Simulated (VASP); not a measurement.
# Zn2B3 (C2/c) in VASP: single point with PBE

Aim: the single point of Zn2B3 with PBE.

Program: VASP 6.6.1. These are calculated values, not measurements. Logs are shortened: lines on timing, memory, paths and dates and some standing lists are left out, and cuts for length are marked.

## Step 1: The cell of the first run

The typed cell holds 10 atoms: a = 5.934 Å, b = 5.934 Å, c = 5.773 Å, α = 106.95°, β = 106.95°, γ = 33.88°.

## Step 2: Single point, PBE

Input file INCAR:

```
PREC     = Accurate       # precision mode
ENCUT    = 520            # plane-wave cutoff, eV
EDIFF    = 1E-6           # SCF threshold, eV
ISMEAR   = 0              # smearing method
SIGMA    = 0.1            # smearing width, eV
LREAL    = False          # projectors in reciprocal space
LASPH    = True           # aspherical terms in the spheres
NELM     = 60             # most SCF steps
ALGO     = Normal         # electronic algorithm
ISIF     = 2              # what is computed and relaxed
LWAVE    = False          # write WAVECAR
LCHARG   = False          # write CHGCAR
GGA      = PE             # functional
NBANDS   = 44             # bands
```

Input file KPOINTS:

```
Automatic mesh
0
Gamma
  10 10 6
```

Input file POSCAR:

```
Zn2B3
1.0
    5.6766532306     -1.7292376709      0.0590629209
    5.6766532306      1.7292376709      0.0590629209
   -1.8169265722      0.0000000000      5.4793841828
Zn B
4 6
Direct
    0.6740118305      0.6735498169      0.8415094584
    0.6735498169      0.6740118305      0.3415094584
    0.3259881695      0.3264501831      0.1584905416
    0.3264501831      0.3259881695      0.6584905416
    0.9999926735      0.0000073265      0.7500000000
    0.0000073265      0.9999926735      0.2500000000
    0.2554263570      0.7454522587      0.0002458607
    0.2545477413      0.7445736430      0.4997541393
    0.7445736430      0.2545477413      0.9997541393
    0.7454522587      0.2554263570      0.5002458607
```

Potentials or basis: VASP PAW PBE potentials, release 64 (Zn, B).

The run is started by

```
$ cat potpaw_PBE.64/Zn/POTCAR potpaw_PBE.64/B/POTCAR > POTCAR
$ mpirun -np 1 vasp_std > vasp.out
```

OUTCAR:

```text
PREC = Accurate
   ENCUT = 520
   EDIFF = 1E-6
   ISMEAR = 0
   LREAL = False
   LASPH = True
   NELM = 60
   ISIF = 2
   GGA = PE

 ion  position               nearest neighbor table
   1  0.674  0.674  0.842-  10 2.47   8 2.48   5 2.55   5 2.56   7 2.56   9 2.56   3 2.72   3 2.72
                             4 2.87   4 2.87   2 2.89   2 2.89
   2  0.674  0.674  0.342-   7 2.47   9 2.48   6 2.55   6 2.56  10 2.56   8 2.56   4 2.72   4 2.72
                             3 2.87   3 2.87   1 2.89   1 2.89
   3  0.326  0.326  0.158-   8 2.47  10 2.48   6 2.55   6 2.56   9 2.56   7 2.56   1 2.72   1 2.72
                             2 2.87   2 2.87   4 2.89   4 2.89
   4  0.326  0.326  0.658-   9 2.47   7 2.48   5 2.55   5 2.56   8 2.56  10 2.56   2 2.72   2 2.72
                             1 2.87   1 2.87   3 2.89   3 2.89
   5  1.000  0.000  0.750-   7 1.69   8 1.69   9 1.69  10 1.69   1 2.55   4 2.55   4 2.56   1 2.56
[... 7 lines left out ...]
   9  0.745  0.255  1.000-   6 1.69   5 1.69   7 1.69   7 1.76   4 2.47   2 2.48   3 2.56   1 2.56

  10  0.745  0.255  0.500-   6 1.69   5 1.69   8 1.69   8 1.76   1 2.47   3 2.48   2 2.56   4 2.56

  LATTYP: Found a base centered monoclinic cell.
 ALAT       =    11.3539209666
 B/A-ratio  =     0.3046062547
 C/A-ratio  =     0.5084384498
 COS(beta)  =    -0.3048486081

  Lattice vectors:

 A1 = (   5.6766532306,  -1.7292376709,   0.0590629209)
 A2 = (   5.6766532306,   1.7292376709,   0.0590629209)
 A3 = (  -1.8169265722,   0.0000000000,   5.4793841828)

Analysis of symmetry for initial positions (statically):
=====================================================================
 Subroutine PRICEL returns:
 Original cell was already a primitive cell.

 Routine SETGRP: Setting up the symmetry group for a
 base centered monoclinic supercell.

 Subroutine GETGRP returns: Found  4 space group operations
 (whereof  2 operations were pure point group operations)
 out of a pool of  4 trial point group operations.

The static configuration has the point symmetry S_2 .
 The point group associated with its full space group is C_2h.

Analysis of symmetry for dynamics (positions and initial velocities):
=====================================================================
 Subroutine PRICEL returns:
 Original cell was already a primitive cell.

 Routine SETGRP: Setting up the symmetry group for a
 base centered monoclinic supercell.

 Subroutine GETGRP returns: Found  4 space group operations
 (whereof  2 operations were pure point group operations)
[... 123 lines left out ...]
   IBRION =     -1    ionic relax: 0-MD 1-quasi-New 2-CG
   NFREE  =      0    steps in history (QN), initial steepest desc. (CG)
   ISIF   =      2    stress and relaxation
   ISYM   =      2    0-nonsym 1-usesym 2-fastsym
   POTIM  = 0.5000    time-step for ionic-motion
   TEBEG  =    0.0;   TEEND  =   0.0 temperature during run
   PSTRESS=    0.0 pullay stress
   NELECT =      66.0000    total number of electrons
   NUPDOWN=      -1.0000    fix difference up-down
   EMIN   =  10.00;   EMAX   =-10.00  energy-range for DOS
   EFERMI =   0.00;   METHOD = LEGACY
   ISMEAR =     0;   SIGMA  =   0.10  broadening in eV -4-tet -1-fermi 0-gaus
   EFERMI_NEDOS =   21; number of points for ismear=-14 and -15
   IALGO  =     38    algorithm
   IMIX   =      4    mixing-type and parameters
     AMIX     =   0.40;   BMIX     =  1.00
     AMIX_MAG =   1.60;   BMIX_MAG =  1.00
  volume/ion in A,a.u.               =      10.79        72.85
  Fermi-wavevector in a.u.,A,eV,Ry     =   1.389487  2.625750 26.268432  1.930675
  Thomas-Fermi vector in A             =   2.513513
   LORBIT       =      0    0 simple, 1 ext, 2 COOP (PROOUT), +10 PAW based schemes
   GGA     = PE    functional components
   LHFCALC =     F    Hartree Fock is set to
   AEXX    =    0.0000 exact exchange contribution
   IVDW    =     0    specifies the selected vdW correction
   LEPSILON=     F    determine dielectric tensor
   LRPA    =     F    only Hartree local field effects (RPA)
 non-spin polarized calculation
 Gauss-broadening in eV      SIGMA  =   0.10
  energy-cutoff  :      520.00
  volume of cell :      107.95
 maximum number of plane-waves:      2938
 NGX is ok and might be reduce to    48
   NGX = 23   NGY = 23   NGZ = 21

 number of electron      66.0000015 magnetization

 Free energy of the ion-electron system (eV)
  ---------------------------------------------------
  ext. energy  EPLUGINS =         0.00000000
  ---------------------------------------------------
  free energy    TOTEN  =       -41.93681486 eV

  energy without entropy =      -41.93193139  energy(sigma->0) =      -41.93437313

 E-fermi :   4.1775     XC(G=0): -11.4259

 val. band max:        4.1296198715   @ k =   0.4000   0.2000  -0.0000
 cond. band min:       4.1898701839   @ k =  -0.2000  -0.2000   0.3333
 fundamental gap:      0.0602503124
 Fermi energy:         4.1775343070

 k-point     1 :       0.0000    0.0000    0.0000
  band No.  band energies     occupation
      1     -10.0079      2.00000
      2      -7.3245      2.00000
      3      -6.0839      2.00000
      4      -3.7959      2.00000
      5      -3.5607      2.00000
      6      -3.5447      2.00000
[... 1117 lines left out ...]
     43      10.7048      0.00000
     44      10.8149      0.00000

 [... further k-points ...]
[... 5 lines left out ...]
  --------------------------------------------------------------------------------------
  -------------------------------------------------------------------------------------
  Total        0.1380334      0.1237191      0.1540638      0.0000000      0.0000000      0.0299418
  in kB        2.0487560      1.8362956      2.2866859      0.0000000      0.0000000      0.4444101
  external PRESSURE =       2.0572458 kB  Pullay stress =       0.0000000 kB

 VOLUME and BASIS-vectors are now :
 -----------------------------------------------------------------------------
  energy-cutoff  :      520.00
  volume of cell :      107.95
      direct lattice vectors                 reciprocal lattice vectors
     5.676653231 -1.729237671  0.059062921     0.087777230 -0.289144753  0.029106333
     5.676653231  1.729237671  0.059062921     0.087777230  0.289144753  0.029106333
    -1.816926572  0.000000000  5.479384183    -0.001892322  0.000000000  0.181874779

 POSITION                                       TOTAL-FORCE (eV/Angst)
 -----------------------------------------------------------------------------------
      6.12068     -0.00080      4.69054         0.008325      0.000191      0.001904
      7.02914      0.00080      1.95085         0.008325     -0.000191      0.001904
      3.41570      0.00080      0.90697        -0.008325     -0.000191     -0.001904
      2.50724     -0.00080      3.64666        -0.008325      0.000191     -0.001904
      4.31396     -1.72921      4.16860        -0.000000      0.000144     -0.000000
      5.22242      1.72921      1.42891        -0.000000     -0.000144     -0.000000
      5.68119      0.84737      0.06046        -0.001097     -0.000321     -0.000029
      4.76365      0.84737      2.79736         0.001097     -0.000321      0.000029
      3.85519     -0.84737      5.53705         0.001097      0.000321      0.000029
      4.77273     -0.84737      2.80015        -0.001097      0.000321     -0.000029
 -----------------------------------------------------------------------------------
    total drift:                                0.000000      0.000000     -0.000000

  FREE ENERGIE OF THE ION-ELECTRON SYSTEM (eV)
  ---------------------------------------------------
  free  energy   TOTEN  =       -41.9368148590 eV

  energy  without entropy=      -41.9319313945  energy(sigma->0) =      -41.93437313
```

stdout:

```text
POSCAR found type information on POSCAR ZnB
 POSCAR found :  2 types and      10 ions
 scaLAPACK will be used
 LDA part: xc-table for (Slater+PW92), standard interpolation
 POSCAR, INCAR and KPOINTS ok, starting setup
 FFT: planning ... GRIDC
 FFT: planning ... GRID_SOFT
 FFT: planning ... GRID
 WAVECAR not read
 entering main loop
```

Run time: 34 min. Hardware: 1 thread of Intel Xeon 8259CL, shared host; peak memory 0.75 GiB.

What came out:

```
Free energy            : -41.9368 eV
Pressure               : 0.2 GPa
Largest force          : 0.009 eV/Å
Band gap on the k mesh : zero (bands 33 and 34 overlap by 4.46 eV)
```

Forces on the atoms (eV/Å):
```
Zn   0.008  0.000  0.002
Zn   0.008  0.000  0.002
Zn  -0.008  0.000 -0.002
Zn  -0.008  0.000 -0.002
B    0.000  0.000  0.000
B    0.000  0.000  0.000
B   -0.001  0.000  0.000
B    0.001  0.000  0.000
B    0.001  0.000  0.000
B   -0.001  0.000  0.000
```

Levels at points of the mesh, in eV from the Fermi level:
```
           k point  band 29  band 30  band 31  band 32  band 33  band 34  band 35  band 36  band 37  band 38
(0.00, 0.00, 0.00)    -3.83    -3.40    -2.81    -2.17     0.55     0.79     2.26     3.36     4.31     4.93
(0.50, 0.00, 0.00)    -2.83    -2.23    -1.19    -1.18    -0.30    -0.24     0.70     1.49     1.84     2.35
(0.50, 0.50, 0.00)    -3.12    -2.84    -2.81    -2.14    -0.35    -0.21     1.46     3.39     4.02     5.38
(0.00, 0.00, 0.50)    -3.73    -3.73    -2.55    -2.55     1.27     1.27     3.71     3.71     4.85     4.85
(0.50, 0.00, 0.50)    -3.26    -3.24    -2.52    -2.52    -1.39    -1.37     1.31     1.34     4.55     4.56
(0.50, 0.50, 0.50)    -2.65    -2.65    -2.23    -2.23     2.53     2.53     3.13     3.13     3.78     3.78
```

The gap in the log of VASP goes by the Fermi energy; the results here count the filled bands.